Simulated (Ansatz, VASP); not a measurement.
## ZnSnN2 in VASP and in Ansatz

The input INCAR:

```
SYSTEM = ZnSnN2
PREC = Accurate
ENCUT = 520
EDIFF = 1E-7
ISMEAR = -1
SIGMA = 0.02
LREAL = .FALSE.
LASPH = .TRUE.
NELM = 80
ALGO = Normal
ISIF = 2
LWAVE = .FALSE.
LCHARG = .TRUE.
GGA = PE
LELF = .TRUE.
LVHAR = .TRUE.
NBANDS = 26
```

The input KPOINTS:

```
regular mesh
0
G
  10 10 10
  0 0 0
```

The input POSCAR:

```
ZnSnN2
1.0
    1.5836871722      0.9143422152      5.2528138224
   -1.5836871722      0.9143422152      5.2528138224
    0.0000000000     -1.8286844304      5.2528138224
Zn Sn N
1 1 2
Direct
    1.0000000000      0.0000000000      0.0000000000
    0.5000000000      0.5000000000      0.5000000000
    0.2458299998      0.2458299998      0.2458299998
    0.7541700002      0.7541700002      0.7541700002
```

Input for Ansatz:

```yaml
crystal:
  lattice:
    - [1.5836871722, 0.9143422152, 5.2528138224]
    - [-1.5836871722, 0.9143422152, 5.2528138224]
    - [0.0, -1.8286844304, 5.2528138224]
  atoms:
    - { symbol: Zn, position: [1.0, 0.0, 0.0] }
    - { symbol: Sn, position: [0.5, 0.5, 0.5] }
    - { symbol: "N", position: [0.2458299998, 0.2458299998, 0.2458299998] }
    - { symbol: "N", position: [0.7541700002, 0.7541700002, 0.7541700002] }
kpoints:
  mp_grid: { grid: [10, 10, 10] }
  band_path:
    path:
      - [0.0, 0.0, 0.0]
      - [0.5, 0.5, 0.5]
      - [0.8123176938, 0.1876823062, 0.5]
      - [0.5, -0.1876823062, 0.1876823062]
      - [0.5, 0.0, 0.0]
      - [0.3438411531, -0.3438411531, 0.0]
      - [0.6561588469, 0.0, 0.3438411531]
      - [0.5, 0.0, 0.5]
      - [0.0, 0.2, -0.2]
    npoints: 1
hamiltonian:
  xc: pbe
scf:
  occupations: { method: fermi_dirac, width: 0.02 }
  n_extra_bands: 5
output:
  forces: true
  stress: true
  eigenvalues: true
```

Change from the starting cell: uniaxial_z strain +2.0%.

Alike in both runs: task single point; functional PBE; k mesh 10 × 10 × 10; occupations fermi-dirac, width 0.02 eV; no spin polarisation.

|  | VASP | Ansatz |
| --- | --- | --- |
| version | VASP 6.6.1 | Ansatz 0.2.0 |
| potentials or method | VASP PAW PBE potentials, release 64 (Zn, Sn_d, N) | plane waves, PAW |
| plane-wave cutoff (eV) | 520 | 420 |
| valence electrons in the cell | 36 | 36 |

Ansatz gave:

| Property | Result |
| --- | --- |
| pressure (GPa) | 3.2 |
| traceless stress, the component that is largest in VASP (GPa) | -3.37 |
| rms of the force components (eV/Å) | 0.078 |

Question: Which values does VASP return?

Answer: Pressure (GPa): 3.6; traceless stress, the component that is largest in VASP (GPa): -3.33; rms of the force components (eV/Å): 0.077.

Atom by atom the forces differ by 0.001 eV/Å (rms over components).
